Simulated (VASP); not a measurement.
# Te (Im-3m) in VASP: notebook, part 2 of 2

VASP 6.6.1.

## Step 4: Relaxation of cell and atoms, PBE, target pressure 17 GPa, at which the enthalpy is minimised

This run uses another cell than the first one, of 23.46 Å³/atom.

The input, INCAR:

```
PREC = Accurate
ENCUT = 600
EDIFF = 1E-7
ISMEAR = -1
SIGMA = 0.05
LREAL = False
LASPH = True
NELM = 100
ALGO = Normal
ISIF = 3
LWAVE = False
LCHARG = False
GGA = PE
IBRION = 2
NSW = 32
EDIFFG = -0.005
PSTRESS = 170.0
```

The input, KPOINTS:

```
regular mesh
0
Gamma
  15 15 15
```

The input, POSCAR:

```
Te
1.0
   -1.8033454686      1.8033454686      1.8033454686
    1.8033454686     -1.8033454686      1.8033454686
    1.8033454686      1.8033454686     -1.8033454686
Te
1
Direct
    0.0000000000      0.0000000000      0.0000000000
```

Potentials or basis: VASP PAW PBE potentials, release 64 (Te).

Started as:

```sh
$ cat potpaw_PBE.64/Te/POTCAR > POTCAR
$ mpirun -np 1 vasp_std > vasp.out
```

OUTCAR:

```text
PREC = Accurate
   ENCUT = 600
   EDIFF = 1E-7
   ISMEAR = -1
   LREAL = False
   LASPH = True
   NELM = 100
   ISIF = 3
   GGA = PE
   IBRION = 2
   NSW = 32
   EDIFFG = -0.005
   PSTRESS = 170.0

 ion  position               nearest neighbor table
   1  0.000  0.000  0.000-

  LATTYP: Found a body centered cubic cell.
 ALAT       =     3.6066909372

  Lattice vectors:

 A1 = (  -1.8033454686,   1.8033454686,   1.8033454686)
 A2 = (   1.8033454686,  -1.8033454686,   1.8033454686)
 A3 = (   1.8033454686,   1.8033454686,  -1.8033454686)

Analysis of symmetry for initial positions (statically):
=====================================================================
 Subroutine PRICEL returns:
 Original cell was already a primitive cell.

 Routine SETGRP: Setting up the symmetry group for a
 body centered cubic supercell.

 Subroutine GETGRP returns: Found 48 space group operations
 (whereof 48 operations were pure point group operations)
 out of a pool of 48 trial point group operations.

The static configuration has the point symmetry O_h .

Analysis of symmetry for dynamics (positions and initial velocities):
=====================================================================
 Subroutine PRICEL returns:
 Original cell was already a primitive cell.

 Routine SETGRP: Setting up the symmetry group for a
 body centered cubic supercell.

 Subroutine GETGRP returns: Found 48 space group operations
 (whereof 48 operations were pure point group operations)
 out of a pool of 48 trial point group operations.

The dynamic configuration has the point symmetry O_h .

 Subroutine INISYM returns: Found 48 space group operations
 (whereof 48 operations are pure point group operations),
 and found     1 'primitive' translations

----------------------------------------------------------------------------------------

                                     Primitive cell

  volume of cell :      23.4583

  direct lattice vectors                    reciprocal lattice vectors
    -1.803345469  1.803345469  1.803345469     0.000000000  0.277262460  0.277262460
     1.803345469 -1.803345469  1.803345469     0.277262460  0.000000000  0.277262460
     1.803345469  1.803345469 -1.803345469     0.277262460  0.277262460  0.000000000

  length of vectors
     3.123485975  3.123485975  3.123485975     0.392108331  0.392108331  0.392108331

  position of ions in fractional coordinates (direct lattice)
     0.000000000  0.000000000  0.000000000

  ion indices of the primitive-cell ions
   primitive index   ion index
                 1           1

----------------------------------------------------------------------------------------

 KPOINTS: regular mesh

Automatic generation of k-mesh.
 Grid dimensions read from file:
 generate k-points for:   15   15   15

 Generating k-lattice:

  Cartesian coordinates                     Fractional coordinates (reciprocal lattice)
     0.000000000  0.018484164  0.018484164     0.066666667  0.000000000  0.000000000
     0.018484164  0.000000000  0.018484164     0.000000000  0.066666667  0.000000000
     0.018484164  0.018484164  0.000000000     0.000000000  0.000000000  0.066666667

  Length of vectors
     0.026140555  0.026140555  0.026140555

  Shift w.r.t. Gamma in fractional coordinates (k-lattice)
     0.000000000  0.000000000  0.000000000

 Subroutine IBZKPT returns following result:
 ===========================================

 Found    120 irreducible k-points:

 Following reciprocal coordinates:
            Coordinates               Weight
  0.000000  0.000000  0.000000      1.000000
  0.066667  0.000000  0.000000     12.000000
  0.133333  0.000000  0.000000     12.000000
  0.200000  0.000000  0.000000     12.000000
  0.266667  0.000000  0.000000     12.000000
  0.333333  0.000000  0.000000     12.000000
[... 16 lines left out ...]
  0.333333  0.200000  0.000000     48.000000
  0.400000  0.200000  0.000000     24.000000
 [... further k-points ...]
   k-points           NKPTS =    120   k-points in BZ     NKDIM =    120   number of bands    NBANDS=      7
   number of dos      NEDOS =    301   number of ions     NIONS =      1
   total plane-waves  NPLWV =  21952
   dimension x,y,z NGX =    28 NGY =   28 NGZ =   28
   dimension x,y,z NGXF=    56 NGYF=   56 NGZF=   56
   ions per type =               1
   NGX,Y,Z   is equivalent  to a cutoff of  14.90, 14.90, 14.90 a.u.
   NGXF,Y,Z  is equivalent  to a cutoff of  29.81, 29.81, 29.81 a.u.
 SYSTEM =  unknown system
   PREC   = accura    normal or accurate (medium, high low for compatibility)
   ISTART =      0    job   : 0-new  1-cont  2-samecut
   ICHARG =      2    charge: 1-file 2-atom 10-const
   ISPIN  =      1    spin polarized calculation?
   LNONCOLLINEAR =      F non collinear calculations
   LSORBIT =      F    spin-orbit coupling
   LASPH  =      T    aspherical Exc in radial PAW
   ENCUT  =  600.0 eV  44.10 Ry    6.64 a.u.   6.24  6.24  6.24*2*pi/ulx,y,z
   NELM   =    100;   NELMIN=  2; NELMDL= -5     # of ELM steps
   EDIFF  = 0.1E-06   stopping-criterion for ELM
   LREAL  =      F    real-space projection
   EDIFFG = -.5E-02   stopping-criterion for IOM
   NSW    =     32    number of steps for IOM
   IBRION =      2    ionic relax: 0-MD 1-quasi-New 2-CG
   NFREE  =      1    steps in history (QN), initial steepest desc. (CG)
   ISIF   =      3    stress and relaxation
   ISYM   =      2    0-nonsym 1-usesym 2-fastsym
   POTIM  = 0.5000    time-step for ionic-motion
   TEBEG  =    0.0;   TEEND  =   0.0 temperature during run
   PSTRESS=  170.0 pullay stress
   NELECT =       6.0000    total number of electrons
   NUPDOWN=      -1.0000    fix difference up-down
   EMIN   =  10.00;   EMAX   =-10.00  energy-range for DOS
   EFERMI =   0.00;   METHOD = LEGACY
   ISMEAR =    -1;   SIGMA  =   0.05  broadening in eV -4-tet -1-fermi 0-gaus
   EFERMI_NEDOS =   21; number of points for ismear=-14 and -15
   IALGO  =     38    algorithm
   IMIX   =      4    mixing-type and parameters
     AMIX     =   0.40;   BMIX     =  1.00
     AMIX_MAG =   1.60;   BMIX_MAG =  1.00
  volume/ion in A,a.u.               =      23.46       158.30
  Fermi-wavevector in a.u.,A,eV,Ry     =   1.039185  1.963775 14.693014  1.079906
  Thomas-Fermi vector in A             =   2.173704
   LORBIT       =      0    0 simple, 1 ext, 2 COOP (PROOUT), +10 PAW based schemes
   GGA     = PE    functional components
   LHFCALC =     F    Hartree Fock is set to
   AEXX    =    0.0000 exact exchange contribution
   IVDW    =     0    specifies the selected vdW correction
   LEPSILON=     F    determine dielectric tensor
   LRPA    =     F    only Hartree local field effects (RPA)
 conjugate gradient relaxation of ions
 non-spin polarized calculation
  energy-cutoff  :      600.00
  volume of cell :       23.46
 maximum number of plane-waves:       792
 NGX is ok and might be reduce to    28
   NGX = 13   NGY = 13   NGZ = 13

--------------------------------------- Ionic step        1  -------------------------------------------

 number of electron       6.0000000 magnetization

 Free energy of the ion-electron system (eV)
  ---------------------------------------------------
  ext. energy  EPLUGINS =         0.00000000
  ---------------------------------------------------
  free energy    TOTEN  =        -2.60770841 eV

  energy without entropy =       -2.59911881  energy(sigma->0) =       -2.60341361

------------------------ aborting loop because EDIFF is reached ----------------------------------------

  FORCE on cell =-STRESS in cart. coord.  units (eV):
  Direction    XX          YY          ZZ          XY          YZ          ZX
  --------------------------------------------------------------------------------------
  -------------------------------------------------------------------------------------
  Total        2.4745256      2.4745256      2.4745256      0.0000000      0.0000000     -0.0000000
  in kB      169.0074058    169.0074058    169.0074058      0.0000000      0.0000000     -0.0000000
  external PRESSURE =      -0.9925942 kB  Pullay stress =     170.0000000 kB
[... 61 lines left out ...]
--------------------------------------- Ionic step        3  -------------------------------------------

 number of electron       6.0000000 magnetization

 Free energy of the ion-electron system (eV)
  ---------------------------------------------------
  ext. energy  EPLUGINS =         0.00000000
  ---------------------------------------------------
  free energy    TOTEN  =        -2.60556408 eV

  energy without entropy =       -2.59698104  energy(sigma->0) =       -2.60127256

 E-fermi :  10.8606     XC(G=0): -10.9668

 val. band max:       10.8385651570   @ k =  -0.3333   0.4000   0.2000
 cond. band min:      10.8606265435   @ k =  -0.2000   0.2667   0.1333
 fundamental gap:      0.0220613865
 Fermi energy:        10.8605878951

 k-point     1 :       0.0000    0.0000    0.0000
  band No.  band energies     occupation
      1      -4.8144      2.00000
      2      14.9471      0.00000
      3      14.9471      0.00000
      4      14.9471      0.00000
      5      21.1320      0.00000
      6      21.1320      0.00000
      7      21.1320      0.00000
[... 221 lines left out ...]
 k-point    24 :       0.4000    0.2000    0.0000
  band No.  band energies     occupation
      1      -0.1389      2.00000
      2       4.0606      2.00000
      3       7.7652      2.00000
      4      12.0279      0.00000
      5      18.1697      0.00000
      6      21.0900      0.00000
      7      23.2269      0.00000

 [... further k-points ...]
[... 5 lines left out ...]
  --------------------------------------------------------------------------------------
  -------------------------------------------------------------------------------------
  Total        2.4886194      2.4886194      2.4886194      0.0000000      0.0000000     -0.0000000
  in kB      170.1169867    170.1169867    170.1169867      0.0000000      0.0000000     -0.0000000
  external PRESSURE =       0.1169867 kB  Pullay stress =     170.0000000 kB
[... 20 lines left out ...]
  energy  without entropy=       -2.5969810354  energy(sigma->0) =       -2.60127256

  enthalpy is  TOTEN    =        -0.1186560216 eV   P V=        2.4869080611

 reached required accuracy - stopping structural energy minimisation
```

CONTCAR:

```text
Te
   1.00000000000000
    -1.8028259467232071    1.8028259467232071    1.8028259467232071
     1.8028259467232071   -1.8028259467232071    1.8028259467232071
     1.8028259467232071    1.8028259467232071   -1.8028259467232071
  Te
     1
Direct
     0.0000000000000000    0.0000000000000000    0.0000000000000000

  0.00000000E+00  0.00000000E+00  0.00000000E+00
```

Wall time 19 s (1 thread of Intel Xeon 6975P-C (Granite Rapids), shared host); peak memory 0.17 GiB.

Results:

```
Free energy                                                : -2.6056 eV
Relaxed volume                                             : 23.44 Å³/atom
Relaxed cell                                               : a = 3.123 Å, b = 3.123 Å, c = 3.123 Å, α = 109.47°, β = 109.47°, γ = 109.47°
Space group after relaxing (to 0.1 Å)                      : Im-3m (No. 229)
Energy change on relaxing (the run minimises the enthalpy) : +2.1 meV/atom
Ionic steps                                                : 3
Pressure after relaxing                                    : 17.0 GPa
Band gap on the k mesh                                     : zero (bands 3 and 4 overlap by 7.79 eV)
```

Step by step:
```
step  energy change (eV)  largest force (eV/Å)  pressure (GPa)  volume (Å³)
   1              0.0000                0.0000           16.90        23.46
   2              0.0052                0.0000           17.17        23.41
   3              0.0021                0.0000           17.01        23.44
```

Final structure:
```
Te
1.0
    -1.80283    1.80283    1.80283
     1.80283   -1.80283    1.80283
     1.80283    1.80283   -1.80283
Te
1
Direct
  0.00000 0.00000 0.00000
```

Caveat: the cell is relaxed towards a set pressure, so the run minimises the enthalpy, not the energy; spin-orbit coupling is left out, which moves the levels of the heavy elements.

## Step 5: The runs side by side

| task | cell | cutoff (eV) | gap on the mesh (eV) | pressure (GPa) |
| --- | --- | --- | --- | --- |
| single point | a = 3.336 Å, angles 109.5°, 1 atom | 520 | none | -0.1 |
| relaxation of cell and atoms | relaxed to 17 GPa from a = 3.122 Å, angles 109.5°, 1 atom | 600 | none | 17.0 |
| relaxation of cell and atoms | relaxed to 17 GPa from a = 3.123 Å, angles 109.5°, 1 atom | 600 | none | 17.0 |

Alike in all rows: level PBE; potentials or basis VASP PAW PBE potentials, release 64 (Te); no spin polarisation; k mesh 15 × 15 × 15; smearing fermi-dirac 0.05 eV.

Caveats: spin-orbit coupling is left out, which moves the levels of the heavy elements; the cell is relaxed towards a set pressure, so the run minimises the enthalpy, not the energy (at least some runs); the relaxation stopped at its first step, so nothing moved (at least some runs).

Absolute energies hang on the potentials; compare differences alone.
